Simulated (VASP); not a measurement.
# Eu (P6_3/mmc) in VASP: single point with PBE

Aim: the single point of Eu with PBE.

Program: VASP 6.6.1. These are calculated values, not measurements. Logs are shortened: lines on timing, memory, paths and dates and some standing lists are left out, and cuts for length are marked.

### 1 The cell of the first run

Symmetry: P6_3/mmc, No. 194, hexagonal system. The conventional cell has a = 3.767 Å, b = 3.767 Å, c = 6.055 Å, α = 90.00°, β = 90.00°, γ = 120.00°. Within 4.9 Å of Eu (site symmetry -6m2) lie 12 Eu at 3.73 to 3.77 Å.

This isn't the form of Eu at room conditions, which is bcc.

### 2 Single point, PBE, collinear spin, ferromagnetic start

Contents of INCAR:

```
SYSTEM = Eu
PREC = Accurate ; ENCUT = 520
EDIFF = 1E-7 ; ISMEAR = -1
SIGMA = 0.1 ; LREAL = .FALSE.
LASPH = .TRUE. ; NELM = 150
ALGO = Normal ; ISIF = 2
LWAVE = .FALSE. ; LCHARG = .FALSE.
ISPIN = 2 ; MAGMOM = 7 7
LORBIT = 11 ; LMAXMIX = 6
GGA = PE ; NBANDS = 28
```

Contents of KPOINTS:

```
regular mesh
0
G
  12 12 7
  0 0 0
```

Contents of POSCAR:

```
Eu
1.0
    3.7665741775      0.0000000000      0.0000000000
   -1.8832870888      3.2619489230      0.0000000000
    0.0000000000      0.0000000000      6.0553138500
Eu
2
Direct
    0.3333333333      0.6666666667      0.2500000000
    0.6666666667      0.3333333333      0.7500000000
```

Potentials or basis: VASP PAW PBE potentials, release 64 (Eu).

Started as:

```bash
cat potpaw_PBE.64/Eu/POTCAR > POTCAR
mpirun -np 1 vasp_std > vasp.out
```

OUTCAR:

```text
SYSTEM = Eu
   PREC = Accurate
   ENCUT = 520
   EDIFF = 1E-7
   ISMEAR = -1
   LREAL = .FALSE.
   LASPH = .TRUE.
   NELM = 150
   ISIF = 2
   ISPIN = 2
   LORBIT = 11
   GGA = PE

 ion  position               nearest neighbor table
   1  0.333  0.667  0.250-
   2  0.667  0.333  0.750-

  LATTYP: Found a hexagonal cell.
 ALAT       =     3.7665741775
 C/A-ratio  =     1.6076449221

  Lattice vectors:

 A1 = (   3.7665741775,   0.0000000000,   0.0000000000)
 A2 = (  -1.8832870888,   3.2619489230,   0.0000000000)
 A3 = (   0.0000000000,   0.0000000000,   6.0553138500)

Analysis of symmetry for initial positions (statically):
=====================================================================
 Subroutine PRICEL returns:
 Original cell was already a primitive cell.

 Routine SETGRP: Setting up the symmetry group for a
 hexagonal supercell.

 Subroutine GETGRP returns: Found 24 space group operations
 (whereof 12 operations were pure point group operations)
 out of a pool of 24 trial point group operations.

The static configuration has the point symmetry D_3d.
 The point group associated with its full space group is D_6h.

Analysis of symmetry for dynamics (positions and initial velocities):
=====================================================================
 Subroutine PRICEL returns:
 Original cell was already a primitive cell.

 Routine SETGRP: Setting up the symmetry group for a
 hexagonal supercell.

 Subroutine GETGRP returns: Found 24 space group operations
 (whereof 12 operations were pure point group operations)
 out of a pool of 24 trial point group operations.

The dynamic configuration has the point symmetry D_3d.
 The point group associated with its full space group is D_6h.

Analysis of structural, dynamic, and magnetic symmetry:
=====================================================================
 Subroutine PRICEL returns:
 Original cell was already a primitive cell.

 Routine SETGRP: Setting up the symmetry group for a
 hexagonal supercell.

 Subroutine GETGRP returns: Found 24 space group operations
 (whereof 12 operations were pure point group operations)
 out of a pool of 24 trial point group operations.

The overall configuration has the point symmetry D_3d.
 The point group associated with its full space group is D_6h.

 Subroutine INISYM returns: Found 24 space group operations
 (whereof 12 operations are pure point group operations),
 and found     1 'primitive' translations

----------------------------------------------------------------------------------------

                                     Primitive cell

  volume of cell :      74.3978

  direct lattice vectors                    reciprocal lattice vectors
     3.766574177  0.000000000  0.000000000     0.265493245  0.153282596  0.000000000
    -1.883287089  3.261948923  0.000000000     0.000000000  0.306565193  0.000000000
     0.000000000  0.000000000  6.055313850     0.000000000  0.000000000  0.165144206

  length of vectors
     3.766574177  3.766574178  6.055313850     0.306565193  0.306565193  0.165144206

  position of ions in fractional coordinates (direct lattice)
     0.333333333  0.666666667  0.250000000
     0.666666667  0.333333333  0.750000000

  ion indices of the primitive-cell ions
   primitive index   ion index
                 1           1
                 2           2

----------------------------------------------------------------------------------------

 KPOINTS: regular mesh

Automatic generation of k-mesh.
 Grid dimensions read from file:
 generate k-points for:   12   12    7

 Generating k-lattice:

  Cartesian coordinates                     Fractional coordinates (reciprocal lattice)
     0.022124437  0.012773550  0.000000000     0.083333333  0.000000000  0.000000000
     0.000000000  0.025547099  0.000000000     0.000000000  0.083333333  0.000000000
     0.000000000  0.000000000  0.023592029     0.000000000  0.000000000  0.142857143

  Length of vectors
     0.025547099  0.025547099  0.023592029

  Shift w.r.t. Gamma in fractional coordinates (k-lattice)
     0.000000000  0.000000000  0.000000000

 Subroutine IBZKPT returns following result:
 ===========================================

 Found     76 irreducible k-points:

 Following reciprocal coordinates:
            Coordinates               Weight
  0.000000  0.000000  0.000000      1.000000
  0.083333  0.000000  0.000000      6.000000
  0.166667  0.000000  0.000000      6.000000
  0.250000  0.000000  0.000000      6.000000
  0.333333  0.000000  0.000000      6.000000
  0.416667  0.000000  0.000000      6.000000
[... 16 lines left out ...]
  0.250000  0.000000  0.142857     12.000000
  0.333333  0.000000  0.142857     12.000000
 [... further k-points ...]
   k-points           NKPTS =     76   k-points in BZ     NKDIM =     76   number of bands    NBANDS=     28
   number of dos      NEDOS =    301   number of ions     NIONS =      2
   total plane-waves  NPLWV =  37632
   dimension x,y,z NGX =    28 NGY =   28 NGZ =   48
   dimension x,y,z NGXF=    56 NGYF=   56 NGZF=   96
   ions per type =               2
   NGX,Y,Z   is equivalent  to a cutoff of  12.36, 12.36, 13.18 a.u.
   NGXF,Y,Z  is equivalent  to a cutoff of  24.72, 24.72, 26.36 a.u.
 SYSTEM =  Eu
   PREC   = accura    normal or accurate (medium, high low for compatibility)
   ISTART =      0    job   : 0-new  1-cont  2-samecut
   ICHARG =      2    charge: 1-file 2-atom 10-const
   ISPIN  =      2    spin polarized calculation?
   LNONCOLLINEAR =      F non collinear calculations
   LSORBIT =      F    spin-orbit coupling
   LASPH  =      T    aspherical Exc in radial PAW
   ENCUT  =  520.0 eV  38.22 Ry    6.18 a.u.   7.00  7.00 11.26*2*pi/ulx,y,z
   NELM   =    150;   NELMIN=  2; NELMDL= -5     # of ELM steps
   EDIFF  = 0.1E-06   stopping-criterion for ELM
   LREAL  =      F    real-space projection
   EDIFFG = 0.1E-05   stopping-criterion for IOM
   NSW    =      0    number of steps for IOM
   IBRION =     -1    ionic relax: 0-MD 1-quasi-New 2-CG
   NFREE  =      0    steps in history (QN), initial steepest desc. (CG)
   ISIF   =      2    stress and relaxation
   ISYM   =      2    0-nonsym 1-usesym 2-fastsym
   POTIM  = 0.5000    time-step for ionic-motion
   TEBEG  =    0.0;   TEEND  =   0.0 temperature during run
   PSTRESS=    0.0 pullay stress
   NELECT =      34.0000    total number of electrons
   NUPDOWN=      -1.0000    fix difference up-down
   EMIN   =  10.00;   EMAX   =-10.00  energy-range for DOS
   EFERMI =   0.00;   METHOD = LEGACY
   ISMEAR =    -1;   SIGMA  =   0.10  broadening in eV -4-tet -1-fermi 0-gaus
   EFERMI_NEDOS =   21; number of points for ismear=-14 and -15
   IALGO  =     38    algorithm
   IMIX   =      4    mixing-type and parameters
     AMIX     =   0.40;   BMIX     =  1.00
     AMIX_MAG =   1.60;   BMIX_MAG =  1.00
  volume/ion in A,a.u.               =      37.20       251.03
  Fermi-wavevector in a.u.,A,eV,Ry     =   1.260998  2.382940 21.634837  1.590116
  Thomas-Fermi vector in A             =   2.394479
   LORBIT       =     11    0 simple, 1 ext, 2 COOP (PROOUT), +10 PAW based schemes
   GGA     = PE    functional components
   LHFCALC =     F    Hartree Fock is set to
   AEXX    =    0.0000 exact exchange contribution
   IVDW    =     0    specifies the selected vdW correction
   LEPSILON=     F    determine dielectric tensor
   LRPA    =     F    only Hartree local field effects (RPA)
 spin polarized calculation
  energy-cutoff  :      520.00
  volume of cell :       74.40
 maximum number of plane-waves:      2021
 NGX is ok and might be reduce to    28
   NGX = 13   NGY = 13   NGZ = 23

 number of electron      34.0000002 magnetization      14.9489269

 Free energy of the ion-electron system (eV)
  ---------------------------------------------------
  ext. energy  EPLUGINS =         0.00000000
  ---------------------------------------------------
  free energy    TOTEN  =       -22.93921550 eV

  energy without entropy =      -22.78208798  energy(sigma->0) =      -22.86065174

 E-fermi :   2.5366     XC(G=0):  -9.3243

 val. band max:        2.5292540448   @ k =   0.4167   0.1667   0.0000
 cond. band min:       2.5432894058   @ k =   0.3333   0.2500   0.2857
 fundamental gap:      0.0140353610
 Fermi energy:         2.5365731311

 spin component 1

 k-point     1 :       0.0000    0.0000    0.0000
  band No.  band energies     occupation
      1     -39.0294      1.00000
      2     -38.9701      1.00000
      3     -18.1421      1.00000
      4     -17.5649      1.00000
      5     -17.5649      1.00000
      6     -17.4711      1.00000
[... 20 lines left out ...]
     27       4.3824      0.00000
     28       4.4949      0.00000

 k-point     2 :       0.0833    0.0000    0.0000
  band No.  band energies     occupation
      1     -39.0262      1.00000
      2     -38.9687      1.00000
      3     -18.1276      1.00000
      4     -17.5977      1.00000
      5     -17.5754      1.00000
      6     -17.5056      1.00000
[... 20 lines left out ...]
     27       4.5447      0.00000
     28       4.7997      0.00000

 k-point     3 :       0.1667    0.0000    0.0000
  band No.  band energies     occupation
      1     -39.0174      1.00000
      2     -38.9650      1.00000
      3     -18.0861      1.00000
      4     -17.6874      1.00000
      5     -17.6034      1.00000
      6     -17.5970      1.00000
[... 616 lines left out ...]
      3     -18.0153      1.00000
      4     -17.7929      1.00000
      5     -17.7355      1.00000
      6     -17.6335      1.00000
[... 20 lines left out ...]
     27       4.0689      0.00000
     28       4.5142      0.00000

 k-point    24 :       0.3333    0.0000    0.1429
  band No.  band energies     occupation
      1     -38.9894      1.00000
      2     -38.9586      1.00000
      3     -17.9964      1.00000
      4     -17.8793      1.00000
      5     -17.8338      1.00000
      6     -17.6680      1.00000
[... 20 lines left out ...]
     27       3.9834      0.00000
     28       4.4114      0.00000

 [... further k-points ...]

 spin component 2

 k-point     1 :       0.0000    0.0000    0.0000
  band No.  band energies     occupation
      1     -35.8934      1.00000
      2     -35.8189      1.00000
      3     -15.9010      1.00000
      4     -15.2093      1.00000
      5     -15.2093      1.00000
      6     -15.0989      1.00000
[... 20 lines left out ...]
     27       7.0786      0.00000
     28       7.0911      0.00000

 k-point     2 :       0.0833    0.0000    0.0000
  band No.  band energies     occupation
      1     -35.8894      1.00000
      2     -35.8171      1.00000
      3     -15.8835      1.00000
      4     -15.2497      1.00000
      5     -15.2222      1.00000
      6     -15.1414      1.00000
[... 20 lines left out ...]
     27       7.0619      0.00000
     28       7.1394      0.00000

 k-point     3 :       0.1667    0.0000    0.0000
  band No.  band energies     occupation
      1     -35.8782      1.00000
      2     -35.8124      1.00000
      3     -15.8334      1.00000
      4     -15.3599      1.00000
      5     -15.2563      1.00000
      6     -15.2533      1.00000
[... 616 lines left out ...]
      3     -15.7487      1.00000
      4     -15.4898      1.00000
      5     -15.4196      1.00000
      6     -15.2931      1.00000
[... 20 lines left out ...]
     27       7.0487      0.00000
     28       7.1140      0.00000

 k-point    24 :       0.3333    0.0000    0.1429
  band No.  band energies     occupation
      1     -35.8429      1.00000
      2     -35.8042      1.00000
      3     -15.7298      1.00000
      4     -15.5935      1.00000
      5     -15.5354      1.00000
      6     -15.3348      1.00000
[... 20 lines left out ...]
     27       7.0356      0.00000
     28       7.0840      0.00000

 [... further k-points ...]

------------------------ aborting loop because EDIFF is reached ----------------------------------------

  FORCE on cell =-STRESS in cart. coord.  units (eV):
  Direction    XX          YY          ZZ          XY          YZ          ZX
  --------------------------------------------------------------------------------------
  -------------------------------------------------------------------------------------
  Total        0.9085185      0.9085185      0.9096937     -0.0000000      0.0000000     -0.0000000
  in kB       19.5651883     19.5651883     19.5904954     -0.0000000      0.0000000     -0.0000000
  external PRESSURE =      19.5736240 kB  Pullay stress =       0.0000000 kB

 VOLUME and BASIS-vectors are now :
 -----------------------------------------------------------------------------
  energy-cutoff  :      520.00
  volume of cell :       74.40
      direct lattice vectors                 reciprocal lattice vectors
     3.766574177  0.000000000  0.000000000     0.265493245  0.153282596  0.000000000
    -1.883287089  3.261948923  0.000000000     0.000000000  0.306565193  0.000000000
     0.000000000  0.000000000  6.055313850     0.000000000  0.000000000  0.165144206

 POSITION                                       TOTAL-FORCE (eV/Angst)
 -----------------------------------------------------------------------------------
     -0.00000      2.17463      1.51383        -0.000000      0.000000      0.000000
      1.88329      1.08732      4.54149         0.000000     -0.000000      0.000000
 -----------------------------------------------------------------------------------
    total drift:                               -0.000000      0.000000     -0.000000

  FREE ENERGIE OF THE ION-ELECTRON SYSTEM (eV)
  ---------------------------------------------------
  free  energy   TOTEN  =       -22.9392154987 eV

  energy  without entropy=      -22.7820879799  energy(sigma->0) =      -22.86065174

 total charge

# of ion       s       p       d       f       tot
--------------------------------------------------
    1        2.090   5.699   0.379   6.584  14.753
    2        2.090   5.699   0.379   6.584  14.753
--------------------------------------------------
tot          4.181  11.399   0.759  13.168  29.507

 magnetization (x)

# of ion       s       p       d       f       tot
--------------------------------------------------
    1        0.001  -0.080   0.209   6.581   6.711
    2        0.001  -0.080   0.209   6.581   6.711
--------------------------------------------------
tot          0.002  -0.160   0.418  13.162  13.421
```

Wall time 3.5 min (1 thread of Intel Xeon 6975P-C (Granite Rapids), shared host); peak memory 0.39 GiB.

What came out:

| Property | Result |
| --- | --- |
| Free energy | -22.9392 eV |
| Pressure | 2.0 GPa |
| Net moment | 14.95 μB per cell |
| Site moments | Eu +6.71 μB |
| Valence electrons inside the program's atomic spheres | Eu 14.75 |

Levels at points of the mesh, in eV from the Fermi level:
Spin up:
```tsv
k point	band 22	band 23	band 24	band 25	band 26	band 27
(0.00, 0.00, 0.00)	-0.45	-0.40	-0.40	1.05	1.84	1.85
(0.50, 0.00, 0.00)	-0.41	-0.41	-0.40	-0.35	0.22	1.46
```
Spin down:
```csv
k point,band 8,band 9,band 10,band 11,band 12,band 13
"(0.00, 0.00, 0.00)",-17.62,-3.53,-0.88,2.07,2.89,2.89
"(0.50, 0.00, 0.00)",-17.73,-0.52,-0.25,0.11,1.34,2.47
```

Caveat: spin-orbit coupling is left out, which moves the levels of the heavy elements; semilocal functionals describe open f shells poorly, which spoils levels, moments and volumes. The state reached can hang on the start; a lower one may exist.
